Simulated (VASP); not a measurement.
# BaO (I4/mmm) in VASP: notebook, part 2 of 2

VASP 6.6.1. The steps go on from the part before.

## Step 3: Electric field gradients, PBE (equal xx and yy strain of -2 %)

INCAR reads:

```
SYSTEM = BaO
  PREC = Accurate
  ENCUT = 520
  EDIFF = 1E-8
  ISMEAR = -1
  SIGMA = 0.02
  LREAL = .False.
  LASPH = .True.
  NELM = 120
  ALGO = Normal
  ISIF = 2
  LWAVE = .False.
  LCHARG = .False.
  GGA = PE
  LEFG = .True.
  NBANDS = 15
  GGA_COMPAT = .False.
```

KPOINTS reads:

```
regular mesh
0
Gamma
  8 8 8
  0 0 0
```

POSCAR reads:

```
BaO
1.0
    0.0000000000      2.6950000000      2.7500000000
    2.6950000000      0.0000000000      2.7500000000
    2.6950000000      2.6950000000      0.0000000000
Ba O
1 1
Direct
    0.0000000000      0.0000000000      0.0000000000
    0.5000000000      0.5000000000      0.5000000000
```

Potentials or basis: VASP PAW PBE potentials, release 64 (Ba_sv, O).

Command:

```console
$ cat potpaw_PBE.64/Ba_sv/POTCAR potpaw_PBE.64/O/POTCAR > POTCAR
$ mpirun -np 1 vasp_std > vasp.out
```

OUTCAR:

```text
SYSTEM = BaO
   PREC = Accurate
   ENCUT = 520
   EDIFF = 1E-8
   ISMEAR = -1
   LREAL = .False.
   LASPH = .True.
   NELM = 120
   ISIF = 2
   GGA = PE

 ion  position               nearest neighbor table
   1  0.000  0.000  0.000-   2 2.69   2 2.69   2 2.69   2 2.69   2 2.75   2 2.75
   2  0.500  0.500  0.500-   1 2.69   1 2.69   1 2.69   1 2.69   1 2.75   1 2.75

  LATTYP: Found a body centered tetragonal cell.
 ALAT       =     3.8113055506
 C/A-ratio  =     1.4430750636

  Lattice vectors:

 A1 = (  -2.6950000000,   0.0000000000,   2.7500000000)
 A2 = (   2.6950000000,   0.0000000000,   2.7500000000)
 A3 = (   0.0000000000,   2.6950000000,  -2.7500000000)

Analysis of symmetry for initial positions (statically):
=====================================================================
 Subroutine PRICEL returns:
 Original cell was already a primitive cell.

 Routine SETGRP: Setting up the symmetry group for a
 body centered tetragonal supercell.

 Subroutine GETGRP returns: Found 16 space group operations
 (whereof 16 operations were pure point group operations)
 out of a pool of 16 trial point group operations.

The static configuration has the point symmetry D_4h.

Analysis of symmetry for dynamics (positions and initial velocities):
=====================================================================
 Subroutine PRICEL returns:
 Original cell was already a primitive cell.

 Routine SETGRP: Setting up the symmetry group for a
 body centered tetragonal supercell.

 Subroutine GETGRP returns: Found 16 space group operations
 (whereof 16 operations were pure point group operations)
 out of a pool of 16 trial point group operations.

The dynamic configuration has the point symmetry D_4h.

 Subroutine INISYM returns: Found 16 space group operations
 (whereof 16 operations are pure point group operations),
 and found     1 'primitive' translations

----------------------------------------------------------------------------------------

                                     Primitive cell

  volume of cell :      39.9466

  direct lattice vectors                    reciprocal lattice vectors
     0.000000000  2.695000000  2.750000000    -0.185528757  0.185528757  0.181818182
     2.695000000  0.000000000  2.750000000     0.185528757 -0.185528757  0.181818182
     2.695000000  2.695000000  0.000000000     0.185528757  0.185528757 -0.181818182

  length of vectors
     3.850392837  3.850392837  3.811305551     0.319217309  0.319217309  0.319217309

  position of ions in fractional coordinates (direct lattice)
     0.000000000  0.000000000  0.000000000
     0.500000000  0.500000000  0.500000000

  ion indices of the primitive-cell ions
   primitive index   ion index
                 1           1
                 2           2

----------------------------------------------------------------------------------------

 KPOINTS: regular mesh
[... 85 lines left out ...]
   IALGO  =     38    algorithm
   IMIX   =      4    mixing-type and parameters
     AMIX     =   0.40;   BMIX     =  1.00
     AMIX_MAG =   1.60;   BMIX_MAG =  1.00
  volume/ion in A,a.u.               =      19.97       134.79
  Fermi-wavevector in a.u.,A,eV,Ry     =   1.206761  2.280448 19.813799  1.456273
  Thomas-Fermi vector in A             =   2.342419
   LORBIT       =      0    0 simple, 1 ext, 2 COOP (PROOUT), +10 PAW based schemes
   GGA     = PE    functional components
   LHFCALC =     F    Hartree Fock is set to
   AEXX    =    0.0000 exact exchange contribution
   IVDW    =     0    specifies the selected vdW correction
   LEPSILON=     F    determine dielectric tensor
   LRPA    =     F    only Hartree local field effects (RPA)
 non-spin polarized calculation
  energy-cutoff  :      520.00
  volume of cell :       39.95
 maximum number of plane-waves:      1086
 NGX is ok and might be reduce to    30
   NGX = 15   NGY = 15   NGZ = 15

 number of electron      15.9999996 magnetization

 Free energy of the ion-electron system (eV)
  ---------------------------------------------------
  ext. energy  EPLUGINS =         0.00000000
  ---------------------------------------------------
  free energy    TOTEN  =       -11.69464548 eV

  energy without entropy =      -11.69464548  energy(sigma->0) =      -11.69464548

 E-fermi :   2.7609     XC(G=0):  -9.9071

 val. band max:        2.3861041606   @ k =   0.5000   0.0000   0.5000
 cond. band min:       4.0578362611   @ k =   0.5000   0.0000   0.5000
 fundamental gap:      1.6717321005
 Fermi energy:         2.7609052709

 k-point     1 :       0.0000    0.0000    0.0000
  band No.  band energies     occupation
      1     -23.6144      2.00000
      2     -12.8781      2.00000
      3      -7.9936      2.00000
      4      -7.9903      2.00000
      5      -7.9903      2.00000
      6       1.7444      2.00000
      7       1.8590      2.00000
      8       1.8590      2.00000
      9       6.1262      0.00000
     10       6.8591      0.00000
     11       7.0142      0.00000
     12       7.0142      0.00000
     13       9.2523      0.00000
     14       9.5418      0.00000
[... 401 lines left out ...]
      2     -13.5269      2.00000
      3      -8.3066      2.00000
      4      -8.2463      2.00000
      5      -8.1851      2.00000
      6       0.5320      2.00000
      7       0.9666      2.00000
      8       1.1540      2.00000
      9       6.4095      0.00000
     10       8.5027      0.00000
     11       9.4482      0.00000
     12       9.8844      0.00000
     13      11.6572      0.00000
     14      12.2820      0.00000
     15      16.8860      0.00000

 [... further k-points ...]

------------------------ aborting loop because EDIFF is reached ----------------------------------------

  FORCE on cell =-STRESS in cart. coord.  units (eV):
  Direction    XX          YY          ZZ          XY          YZ          ZX
  --------------------------------------------------------------------------------------
  -------------------------------------------------------------------------------------
  Total        2.4645077      2.4645077      1.7607919      0.0000000     -0.0000000     -0.0000000
  in kB       98.8463281     98.8463281     70.6217357      0.0000000     -0.0000000     -0.0000000
  external PRESSURE =      89.4381307 kB  Pullay stress =       0.0000000 kB

 VOLUME and BASIS-vectors are now :
 -----------------------------------------------------------------------------
  energy-cutoff  :      520.00
  volume of cell :       39.95
      direct lattice vectors                 reciprocal lattice vectors
     0.000000000  2.695000000  2.750000000    -0.185528757  0.185528757  0.181818182
     2.695000000  0.000000000  2.750000000     0.185528757 -0.185528757  0.181818182
     2.695000000  2.695000000  0.000000000     0.185528757  0.185528757 -0.181818182

 POSITION                                       TOTAL-FORCE (eV/Angst)
 -----------------------------------------------------------------------------------
      0.00000      0.00000      0.00000         0.000000      0.000000     -0.000000
      2.69500      2.69500      2.75000        -0.000000     -0.000000      0.000000
 -----------------------------------------------------------------------------------
    total drift:                                0.000000      0.000000      0.000000

  FREE ENERGIE OF THE ION-ELECTRON SYSTEM (eV)
  ---------------------------------------------------
  free  energy   TOTEN  =       -11.6946454847 eV

  energy  without entropy=      -11.6946454847  energy(sigma->0) =      -11.69464548

 Electric field gradients (V/A^2)
---------------------------------------------------------------------
 ion       V_xx      V_yy      V_zz      V_xy      V_xz      V_yz
---------------------------------------------------------------------
   1     -17.420   -17.420    34.841     0.000    -0.000    -0.000
   2      -4.118    -4.118     8.236    -0.001     0.000     0.000
---------------------------------------------------------------------

 Electric field gradients after diagonalization (V/A^2)
 (convention: |V_zz| > |V_xx| > |V_yy|)
----------------------------------------------------------------------
 ion       V_xx      V_yy      V_zz     asymmetry (V_yy - V_xx)/ V_zz
----------------------------------------------------------------------
   1     -17.421   -17.420    34.841       0.000
   2      -4.119    -4.117     8.236       0.000
----------------------------------------------------------------------

           NMR quadrupolar parameters

 Cq : quadrupolar parameter    Cq=e*Q*V_zz/h
 eta: asymmetry parameters     (V_yy - V_xx)/ V_zz
 Q  : nuclear electric quadrupole moment in mb (millibarn)
----------------------------------------------------------------------
 ion       Cq(MHz)       eta       Q (mb)
----------------------------------------------------------------------
   1       0.084       0.000       1.000
   2       0.020       0.000       1.000
----------------------------------------------------------------------
```

It took 43 s on 1 thread of Intel Xeon Platinum 8375C at 2.90GHz (Ice Lake), shared host; peak memory 0.18 GiB.

Results:

| Property | Result |
| --- | --- |
| Free energy | -11.6946 eV |
| Pressure | 8.9 GPa |
| Band gap on the k mesh | 1.67 eV |
| Largest electric field gradient by atom | Ba +34.8; O +8.2 V/Å² |

Stress tensor (GPa, compression positive):
```
9.88 0.00 0.00
0.00 9.88 0.00
0.00 0.00 7.06
```

Electric field gradients, principal values (V/Å²):
| atom | least | middle | greatest (by size) |
| --- | --- | --- | --- |
| 1 Ba | -17.420 | -17.421 | 34.841 |
| 2 O | -4.117 | -4.119 | 8.236 |

Caveat: the cell differs from its parent crystal (equal xx and yy strain of -2 %); the cell stands under pressure; without QUAD_EFG the Cq values of the log hold for a quadrupole moment of 1 mb, not for the nuclei; spin-orbit coupling is left out, which moves the levels of the heavy elements.

## Step 4: Electric field gradients, PBE (equal xx and yy strain of +1 %)

INCAR reads:

```
PREC = Accurate ; ENCUT = 520
EDIFF = 1E-8 ; ISMEAR = -1
SIGMA = 0.02 ; LREAL = F
LASPH = T ; NELM = 120
ALGO = Normal ; ISIF = 2
LWAVE = F ; LCHARG = F
GGA = PE ; LEFG = T
NBANDS = 15 ; GGA_COMPAT = F
```

KPOINTS reads:

```
Automatic mesh
0
Gamma
  8 8 8
```

POSCAR reads:

```
BaO
1.0
    0.0000000000      2.7775000000      2.7500000000
    2.7775000000      0.0000000000      2.7500000000
    2.7775000000      2.7775000000      0.0000000000
Ba O
1 1
Direct
    0.0000000000      0.0000000000      0.0000000000
    0.5000000000      0.5000000000      0.5000000000
```

Potentials or basis: VASP PAW PBE potentials, release 64 (Ba_sv, O).

Command:

```console
$ cat potpaw_PBE.64/Ba_sv/POTCAR potpaw_PBE.64/O/POTCAR > POTCAR
$ mpirun -np 1 vasp_std > vasp.out
```

OUTCAR:

```text
PREC = Accurate
   ENCUT = 520
   EDIFF = 1E-8
   ISMEAR = -1
   LREAL = F
   LASPH = T
   NELM = 120
   ISIF = 2
   GGA = PE

 ion  position               nearest neighbor table
   1  0.000  0.000  0.000-   2 2.75   2 2.75   2 2.78   2 2.78   2 2.78   2 2.78
   2  0.500  0.500  0.500-   1 2.75   1 2.75   1 2.78   1 2.78   1 2.78   1 2.78

  LATTYP: Found a body centered tetragonal cell.
 ALAT       =     3.9279781695
 C/A-ratio  =     1.4002114479

  Lattice vectors:
[... 645 lines left out ...]

  FREE ENERGIE OF THE ION-ELECTRON SYSTEM (eV)
  ---------------------------------------------------
  free  energy   TOTEN  =       -11.7906133775 eV

  energy  without entropy=      -11.7906133775  energy(sigma->0) =      -11.79061338

 Electric field gradients (V/A^2)
---------------------------------------------------------------------
 ion       V_xx      V_yy      V_zz      V_xy      V_xz      V_yz
---------------------------------------------------------------------
   1       8.016     8.016   -16.032    -0.000    -0.000    -0.000
   2       1.924     1.924    -3.848    -0.000    -0.000    -0.000
---------------------------------------------------------------------

 Electric field gradients after diagonalization (V/A^2)
 (convention: |V_zz| > |V_xx| > |V_yy|)
----------------------------------------------------------------------
 ion       V_xx      V_yy      V_zz     asymmetry (V_yy - V_xx)/ V_zz
----------------------------------------------------------------------
   1       8.016     8.016   -16.032       0.000
   2       1.924     1.924    -3.848       0.000
----------------------------------------------------------------------

           NMR quadrupolar parameters

 Cq : quadrupolar parameter    Cq=e*Q*V_zz/h
 eta: asymmetry parameters     (V_yy - V_xx)/ V_zz
 Q  : nuclear electric quadrupole moment in mb (millibarn)
----------------------------------------------------------------------
 ion       Cq(MHz)       eta       Q (mb)
----------------------------------------------------------------------
   1      -0.039       0.000       1.000
   2      -0.009       0.000       1.000
----------------------------------------------------------------------
```

OSZICAR:

```text
N       E                     dE             d eps       ncg     rms          rms(c)
DAV:   1     0.802546284350E+02    0.80255E+02   -0.77983E+03  1770   0.984E+02
DAV:   2    -0.104131012760E+02   -0.90668E+02   -0.79683E+02  2482   0.204E+02
DAV:   3    -0.143657797180E+02   -0.39527E+01   -0.39261E+01  2149   0.428E+01
DAV:   4    -0.144104156855E+02   -0.44636E-01   -0.44629E-01  2163   0.469E+00
DAV:   5    -0.144112055630E+02   -0.78988E-03   -0.78987E-03  2184   0.538E-01    0.958E+00
DAV:   6    -0.120446946859E+02    0.23665E+01   -0.87548E+00  1868   0.219E+01    0.626E+00
DAV:   7    -0.118141158675E+02    0.23058E+00   -0.63684E-01  2023   0.628E+00    0.223E+00
DAV:   8    -0.117898603302E+02    0.24256E-01   -0.10193E-01  2197   0.321E+00    0.537E-01
DAV:   9    -0.117893776763E+02    0.48265E-03   -0.97123E-03  2050   0.929E-01    0.162E-01
DAV:  10    -0.117906282781E+02   -0.12506E-02   -0.26393E-03  1882   0.401E-01    0.482E-02
DAV:  11    -0.117906061002E+02    0.22178E-04   -0.16052E-04  2253   0.107E-01    0.258E-02
DAV:  12    -0.117906136793E+02   -0.75791E-05   -0.21992E-05  1917   0.407E-02    0.402E-03
DAV:  13    -0.117906131521E+02    0.52715E-06   -0.13974E-06  2267   0.105E-02    0.163E-03
DAV:  14    -0.117906133866E+02   -0.23454E-06   -0.59151E-07  1938   0.614E-03    0.119E-03
DAV:  15    -0.117906133775E+02    0.91829E-08   -0.73497E-08  2302   0.201E-03
   1 F= -.11790613E+02 E0= -.11790613E+02  d E =-.824157E-12
```

It took 46 s on 1 thread of Intel Xeon Platinum 8375C at 2.90GHz (Ice Lake), shared host; peak memory 0.19 GiB.

Results:

```yaml
Free_energy: -11.7906 eV
Pressure: 3.2 GPa
Band_gap_on_the_k_mesh: 1.91 eV
Largest_electric_field_gradient_by_atom: Ba -16.0; O -3.8 V/Å²
```

Stress tensor (GPa, compression positive):
```
2.83 0.00 0.00
0.00 2.83 0.00
0.00 0.00 3.87
```

Electric field gradients, principal values (V/Å²):
```csv
atom,least,middle,greatest (by size)
1 Ba,8.016,8.016,-16.032
2 O,1.924,1.924,-3.848
```

Caveat: the cell differs from its parent crystal (equal xx and yy strain of +1 %); the cell stands under pressure; without QUAD_EFG the Cq values of the log hold for a quadrupole moment of 1 mb, not for the nuclei; spin-orbit coupling is left out, which moves the levels of the heavy elements.
